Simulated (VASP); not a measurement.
# AlN (wurtzite to rock salt path) (P6_3mc) in VASP: further runs

The runs below take AlN (wurtzite to rock salt path) through single point, relaxation of volume and atoms at fixed shape, with PBEsol.

Everything below comes from runs of VASP 6.6.1. Logs are shortened: lines on timing, memory, paths and dates and some standing lists are left out, and cuts for length are marked.

## (1) The cell of the first run

It takes space group P6_3mc (No. 186, hexagonal). The conventional cell has a = 3.155 Å, b = 3.155 Å, c = 4.575 Å, α = 90.00°, β = 90.00°, γ = 120.00°. Al (site symmetry 3m) has 4 N at 1.87 Å within 2.5 Å. N (site symmetry 3m) has 4 Al at 1.87 Å within 2.5 Å.

## (2) Single point, PBEsol

Contents of INCAR:

```
SYSTEM = AlN
ALGO = Normal
EDIFF = 1E-6
ENCUT = 520
GGA = PS
ISIF = 2
ISMEAR = 0
LASPH = .True.
LCHARG = .False.
LREAL = .False.
LWAVE = .False.
NBANDS = 16
NELM = 60
PREC = Accurate
SIGMA = 0.01
```

Contents of KPOINTS:

```
k-points
0
Gamma
  9 9 7
  0 0 0
```

Contents of POSCAR:

```
AlN
1.0
    1.5776693980     -2.7325233973      0.0000000000
    1.5776693980      2.7325233973      0.0000000000
    0.0000000000      0.0000000000      4.5752412543
Al N
2 2
Direct
    0.0000013202     -0.0000013202      0.0081568468
    0.6666653465      0.3333346535      0.5081568468
    0.0000029449     -0.0000029449      0.4178431532
    0.6666637218      0.3333362782      0.9178431532
```

Potentials or basis: VASP PAW PBE potentials, release 64 (Al, N).

On the command line:

```sh
$ cat potpaw_PBE.64/Al/POTCAR potpaw_PBE.64/N/POTCAR > POTCAR
$ mpirun -np 1 vasp_std > vasp.out
```

OUTCAR:

```text
SYSTEM = AlN
   EDIFF = 1E-6
   ENCUT = 520
   GGA = PS
   ISIF = 2
   ISMEAR = 0
   LASPH = .True.
   LREAL = .False.
   NELM = 60
   PREC = Accurate

 ion  position               nearest neighbor table
   1  0.000  1.000  0.008-   4 1.87   4 1.87   4 1.87   3 1.87   2 2.92   2 2.92   2 2.92   2 2.92
                             2 2.92   2 2.92
   2  0.667  0.333  0.508-   3 1.87   3 1.87   3 1.87   4 1.87   1 2.92   1 2.92   1 2.92   1 2.92
                             1 2.92   1 2.92
   3  0.000  1.000  0.418-   2 1.87   2 1.87   2 1.87   1 1.87
   4  0.667  0.333  0.918-   1 1.87   1 1.87   1 1.87   2 1.87

  LATTYP: Found a base centered orthorhombic cell.
 ALAT       =     3.1553387960
 B/A-ratio  =     1.7320000000
 C/A-ratio  =     1.4500000000

  Lattice vectors:

 A1 = (   1.5776693980,  -2.7325233973,   0.0000000000)
 A2 = (   1.5776693980,   2.7325233973,   0.0000000000)
 A3 = (   0.0000000000,   0.0000000000,   4.5752412543)

Analysis of symmetry for initial positions (statically):
=====================================================================
 Subroutine PRICEL returns:
 Original cell was already a primitive cell.

 Routine SETGRP: Setting up the symmetry group for a
 base centered orthorhombic supercell.

 Subroutine GETGRP returns: Found  4 space group operations
 (whereof  2 operations were pure point group operations)
 out of a pool of  8 trial point group operations.

The static configuration has the point symmetry C_1h.
 The point group associated with its full space group is C_2v.

Analysis of symmetry for dynamics (positions and initial velocities):
=====================================================================
 Subroutine PRICEL returns:
 Original cell was already a primitive cell.

 Routine SETGRP: Setting up the symmetry group for a
 base centered orthorhombic supercell.

 Subroutine GETGRP returns: Found  4 space group operations
 (whereof  2 operations were pure point group operations)
 out of a pool of  8 trial point group operations.

The dynamic configuration has the point symmetry C_1h.
 The point group associated with its full space group is C_2v.

 Subroutine INISYM returns: Found  4 space group operations
 (whereof  2 operations are pure point group operations),
 and found     1 'primitive' translations

----------------------------------------------------------------------------------------

                                     Primitive cell

  volume of cell :      39.4479

  direct lattice vectors                    reciprocal lattice vectors
     1.577669398 -2.732523397  0.000000000     0.316923178 -0.182981050  0.000000000
     1.577669398  2.732523397  0.000000000     0.316923178  0.182981050  0.000000000
     0.000000000  0.000000000  4.575241254     0.000000000  0.000000000  0.218567709

  length of vectors
     3.155269378  3.155269378  4.575241254     0.365954048  0.365954048  0.218567709

  position of ions in fractional coordinates (direct lattice)
     0.000001320  0.999998680  0.008156847
     0.666665346  0.333334654  0.508156847
     0.000002945  0.999997055  0.417843153
     0.666663722  0.333336278  0.917843153

  ion indices of the primitive-cell ions
   primitive index   ion index
                 1           1
                 2           2
                 3           3
                 4           4

----------------------------------------------------------------------------------------

 KPOINTS: k-points

Automatic generation of k-mesh.
 Grid dimensions read from file:
 generate k-points for:    9    9    7

 Generating k-lattice:

  Cartesian coordinates                     Fractional coordinates (reciprocal lattice)
     0.035213686 -0.020331228  0.000000000     0.111111111  0.000000000  0.000000000
     0.035213686  0.020331228  0.000000000     0.000000000  0.111111111  0.000000000
     0.000000000  0.000000000  0.031223958     0.000000000  0.000000000  0.142857143

  Length of vectors
     0.040661561  0.040661561  0.031223958

  Shift w.r.t. Gamma in fractional coordinates (k-lattice)
     0.000000000  0.000000000  0.000000000

 Subroutine IBZKPT returns following result:
 ===========================================

 Found    100 irreducible k-points:

 Following reciprocal coordinates:
            Coordinates               Weight
  0.000000  0.000000  0.000000      1.000000
  0.111111 -0.000000  0.000000      4.000000
  0.222222  0.000000  0.000000      4.000000
  0.333333 -0.000000  0.000000      4.000000
  0.444444  0.000000  0.000000      4.000000
  0.111111  0.111111  0.000000      2.000000
[... 16 lines left out ...]
 -0.333333  0.333333  0.000000      2.000000
  0.444444  0.444444  0.000000      2.000000
 [... further k-points ...]
   k-points           NKPTS =    100   k-points in BZ     NKDIM =    100   number of bands    NBANDS=     16
   number of dos      NEDOS =    301   number of ions     NIONS =      4
   total plane-waves  NPLWV =  20736
   dimension x,y,z NGX =    24 NGY =   24 NGZ =   36
   dimension x,y,z NGXF=    48 NGYF=   48 NGZF=   72
   ions per type =               2   2
   NGX,Y,Z   is equivalent  to a cutoff of  12.65, 12.65, 13.08 a.u.
   NGXF,Y,Z  is equivalent  to a cutoff of  25.29, 25.29, 26.16 a.u.
 SYSTEM =  AlN
   PREC   = accura    normal or accurate (medium, high low for compatibility)
   ISTART =      0    job   : 0-new  1-cont  2-samecut
   ICHARG =      2    charge: 1-file 2-atom 10-const
   ISPIN  =      1    spin polarized calculation?
   LNONCOLLINEAR =      F non collinear calculations
   LSORBIT =      F    spin-orbit coupling
   LASPH  =      T    aspherical Exc in radial PAW
   ENCUT  =  520.0 eV  38.22 Ry    6.18 a.u.   5.87  5.87  8.51*2*pi/ulx,y,z
   NELM   =     60;   NELMIN=  2; NELMDL= -5     # of ELM steps
   EDIFF  = 0.1E-05   stopping-criterion for ELM
   LREAL  =      F    real-space projection
   EDIFFG = 0.1E-04   stopping-criterion for IOM
   NSW    =      0    number of steps for IOM
   IBRION =     -1    ionic relax: 0-MD 1-quasi-New 2-CG
   NFREE  =      0    steps in history (QN), initial steepest desc. (CG)
   ISIF   =      2    stress and relaxation
   ISYM   =      2    0-nonsym 1-usesym 2-fastsym
   POTIM  = 0.5000    time-step for ionic-motion
   TEBEG  =    0.0;   TEEND  =   0.0 temperature during run
   PSTRESS=    0.0 pullay stress
   NELECT =      16.0000    total number of electrons
   NUPDOWN=      -1.0000    fix difference up-down
   EMIN   =  10.00;   EMAX   =-10.00  energy-range for DOS
   EFERMI =   0.00;   METHOD = LEGACY
   ISMEAR =     0;   SIGMA  =   0.01  broadening in eV -4-tet -1-fermi 0-gaus
   EFERMI_NEDOS =   21; number of points for ismear=-14 and -15
   IALGO  =     38    algorithm
   IMIX   =      4    mixing-type and parameters
     AMIX     =   0.40;   BMIX     =  1.00
     AMIX_MAG =   1.60;   BMIX_MAG =  1.00
  volume/ion in A,a.u.               =       9.86        66.55
  Fermi-wavevector in a.u.,A,eV,Ry     =   1.211826  2.290019 19.980452  1.468522
  Thomas-Fermi vector in A             =   2.347329
   LORBIT       =      0    0 simple, 1 ext, 2 COOP (PROOUT), +10 PAW based schemes
   GGA     = PS    functional components
   LHFCALC =     F    Hartree Fock is set to
   AEXX    =    0.0000 exact exchange contribution
   IVDW    =     0    specifies the selected vdW correction
   LEPSILON=     F    determine dielectric tensor
   LRPA    =     F    only Hartree local field effects (RPA)
 non-spin polarized calculation
 Gauss-broadening in eV      SIGMA  =   0.01
  energy-cutoff  :      520.00
  volume of cell :       39.45
 maximum number of plane-waves:      1080
   NGX = 11   NGY = 11   NGZ = 17

 number of electron      16.0000001 magnetization

 Free energy of the ion-electron system (eV)
  ---------------------------------------------------
  ext. energy  EPLUGINS =         0.00000000
  ---------------------------------------------------
  free energy    TOTEN  =       -31.08222940 eV

  energy without entropy =      -31.08222940  energy(sigma->0) =      -31.08222940

 E-fermi :   7.4143     XC(G=0): -11.3648

 val. band max:        7.3471697341   @ k =   0.0000   0.0000   0.0000
 cond. band min:      11.2626277406   @ k =   0.0000   0.0000   0.0000
 fundamental gap:      3.9154580066
 Fermi energy:         7.4143055409

 k-point     1 :       0.0000    0.0000    0.0000
  band No.  band energies     occupation
      1      -8.8884      2.00000
      2      -6.0217      2.00000
      3       0.6775      2.00000
      4       5.2149      2.00000
      5       5.2152      2.00000
      6       6.2277      2.00000
[... 8 lines left out ...]
     15      19.6364      0.00000
     16      20.7616      0.00000

 k-point     2 :       0.1111   -0.0000    0.0000
  band No.  band energies     occupation
      1      -8.7316      2.00000
      2      -5.9586      2.00000
      3       0.8553      2.00000
      4       4.5669      2.00000
      5       5.0091      2.00000
      6       5.6251      2.00000
[... 8 lines left out ...]
     15      19.7622      0.00000
     16      19.7636      0.00000

 k-point     3 :       0.2222    0.0000    0.0000
  band No.  band energies     occupation
      1      -8.2840      2.00000
      2      -5.8174      2.00000
      3       1.3722      2.00000
      4       3.1788      2.00000
      5       4.4917      2.00000
      6       4.5906      2.00000
[... 8 lines left out ...]
     15      18.8903      0.00000
     16      19.6341      0.00000

 k-point     4 :       0.3333   -0.0000    0.0000
  band No.  band energies     occupation
      1      -7.6283      2.00000
      2      -5.7424      2.00000
      3       1.8502      2.00000
      4       2.1882      2.00000
      5       3.4359      2.00000
      6       4.2078      2.00000
[... 8 lines left out ...]
     15      19.8377      0.00000
     16      20.5806      0.00000
[... 324 lines left out ...]
 k-point    22 :      -0.4444    0.3333    0.0000
  band No.  band energies     occupation
      1      -7.1932      2.00000
      2      -5.7847      2.00000
      3       1.4927      2.00000
      4       2.7273      2.00000
      5       2.9153      2.00000
      6       3.8794      2.00000
[... 8 lines left out ...]
     15      19.9409      0.00000
     16      21.4291      0.00000

 k-point    23 :      -0.3333    0.3333    0.0000
  band No.  band energies     occupation
      1      -7.6282      2.00000
      2      -5.7424      2.00000
      3       1.8504      2.00000
      4       2.1882      2.00000
      5       3.4360      2.00000
      6       4.2075      2.00000
[... 8 lines left out ...]
     15      19.8379      0.00000
     16      20.5804      0.00000

 k-point    24 :       0.4444    0.4444    0.0000
  band No.  band energies     occupation
      1      -6.7736      2.00000
      2      -5.9398      2.00000
      3       1.1051      2.00000
      4       2.7691      2.00000
      5       3.3143      2.00000
      6       3.6049      2.00000
[... 8 lines left out ...]
     15      20.0266      0.00000
     16      21.8215      0.00000

 [... further k-points ...]
[... 5 lines left out ...]
  --------------------------------------------------------------------------------------
  -------------------------------------------------------------------------------------
  Total        1.3142079      1.3157249      4.7467829      0.0000000      0.0000000      0.0000000
  in kB       53.3765821     53.4381961    192.7906952      0.0000000      0.0000000      0.0000000
  external PRESSURE =      99.8684911 kB  Pullay stress =       0.0000000 kB

 VOLUME and BASIS-vectors are now :
 -----------------------------------------------------------------------------
  energy-cutoff  :      520.00
  volume of cell :       39.45
      direct lattice vectors                 reciprocal lattice vectors
     1.577669398 -2.732523397  0.000000000     0.316923178 -0.182981050  0.000000000
     1.577669398  2.732523397  0.000000000     0.316923178  0.182981050  0.000000000
     0.000000000  0.000000000  4.575241254     0.000000000  0.000000000  0.218567709

 POSITION                                       TOTAL-FORCE (eV/Angst)
 -----------------------------------------------------------------------------------
      1.57767      2.73252      0.03732         0.000000      0.000009     -0.005648
      1.57767     -0.91083      2.32494         0.000000     -0.000009     -0.005648
      1.57767      2.73251      1.91173         0.000000      0.000006      0.005648
      1.57767     -0.91083      4.19935         0.000000     -0.000006      0.005648
 -----------------------------------------------------------------------------------
    total drift:                                0.000000     -0.000000     -0.001224

  FREE ENERGIE OF THE ION-ELECTRON SYSTEM (eV)
  ---------------------------------------------------
  free  energy   TOTEN  =       -31.0822293966 eV

  energy  without entropy=      -31.0822293966  energy(sigma->0) =      -31.08222940
```

It took 33 s on 1 thread of Intel Xeon Platinum 8259CL at 2.50GHz (Skylake/Cascade Lake), shared host; peak memory 0.18 GiB.

What came out:

```
Free energy            : -31.0822 eV
Pressure               : 10.0 GPa
Largest force          : 0.006 eV/Å
Band gap on the k mesh : 3.92 eV, direct
```

Forces in eV/Å, atoms in the order of the input:
```
Al   0.000  0.000 -0.006
Al   0.000  0.000 -0.006
N    0.000  0.000  0.006
N    0.000  0.000  0.006
```

Caveat: the PAW data sets were made with another functional, which shifts forces and pressure a little. A k mesh can miss the band edges.

## (3) Relaxation of volume and atoms at fixed shape, PBEsol, target pressure 10 GPa, at which the enthalpy is minimised

This run uses another cell than the first one, of 9.78 Å³/atom, 0.992 times its volume.

Contents of INCAR:

```
ALGO = Normal ; EDIFF = 1E-6
EDIFFG = -0.01 ; ENCUT = 600
GGA = PS ; IBRION = 2
ISIF = 8 ; ISMEAR = 0
LASPH = True ; LCHARG = False
LREAL = False ; LWAVE = False
NELM = 80 ; NSW = 70
PREC = Accurate ; PSTRESS = 100.0
SIGMA = 0.01
```

Contents of KPOINTS:

```
k-points
0
Gamma
  9 9 7
```

Contents of POSCAR:

```
AlN
1.0
    1.5733529416     -2.7250472948      0.0000000000
    1.5733529416      2.7250472948      0.0000000000
    0.0000000000      0.0000000000      4.5627235306
Al N
2 2
Direct
    0.0000000000      0.0000000000      0.0000000000
    0.6666666667      0.3333333333      0.5000000000
    0.0000000000      0.0000000000      0.4260000000
    0.6666666667      0.3333333333      0.9260000000
```

Potentials or basis: VASP PAW PBE potentials, release 64 (Al, N).

On the command line:

```sh
$ cat potpaw_PBE.64/Al/POTCAR potpaw_PBE.64/N/POTCAR > POTCAR
$ mpirun -np 1 vasp_std > vasp.out
```

Wall time 1.9 min (1 thread of Intel Xeon Platinum 8375C at 2.90GHz (Ice Lake), shared host); peak memory 0.2 GiB.

It converged, with:

| Quantity | Value |
| --- | --- |
| Free energy | -31.0838 eV |
| Relaxed volume | 9.86 Å³/atom |
| Relaxed cell | a = 3.155 Å, b = 3.155 Å, c = 4.575 Å, α = 90.00°, β = 90.00°, γ = 120.00° |
| Space group after relaxing (to 0.05 Å) | P6_3mc (No. 186) |
| Energy change on relaxing (the enthalpy is what falls) | -16.9 meV/atom |
| Ionic steps | 7 |
| Pressure after relaxing | 10.0 GPa |
| Band gap on the k mesh | 3.92 eV, direct |

Stress tensor (GPa, compression positive):
```
 5.41  0.00  0.00
 0.00  5.41  0.00
 0.00  0.00 19.19
```

Step by step:
| step | energy change (eV) | largest force (eV/Å) | pressure (GPa) | volume (Å³) |
| --- | --- | --- | --- | --- |
| 1 | 0.0000 | 0.5874 | 10.62 | 39.12 |
| 2 | -0.0590 | 0.1704 | 10.19 | 39.34 |
| 3 | -0.0661 | 0.0034 | 10.17 | 39.40 |
| 4 | -0.0657 | 0.0135 | 10.17 | 39.40 |
| 5 | -0.0692 | 0.0184 | 9.82 | 39.45 |
| 6 | -0.0673 | 0.0157 | 10.01 | 39.42 |
| 7 | -0.0676 | 0.0001 | 10.00 | 39.43 |

Final structure:
```
Al N
1.0
     1.57742   -2.73209    0.00000
     1.57742    2.73209    0.00000
     0.00000    0.00000    4.57451
Al N
2 2
Direct
  0.00000 0.00000 0.00808
  0.66667 0.33333 0.50808
  0.00000 0.00000 0.41792
  0.66666 0.33334 0.91792
```

Levels at points of the mesh, in eV from the valence-band top:
| k point | band 6 | band 7 | band 8 | band 9 | band 10 | band 11 |
| --- | --- | --- | --- | --- | --- | --- |
| (0.00, 0.00, 0.00) | -1.12 | -1.12 | 0.00 | 3.92 | 5.61 | 9.80 |

Caveat: the cell is relaxed towards a set pressure, so the enthalpy falls and the energy may rise; the PAW data sets were made with another functional, which shifts forces and pressure a little.
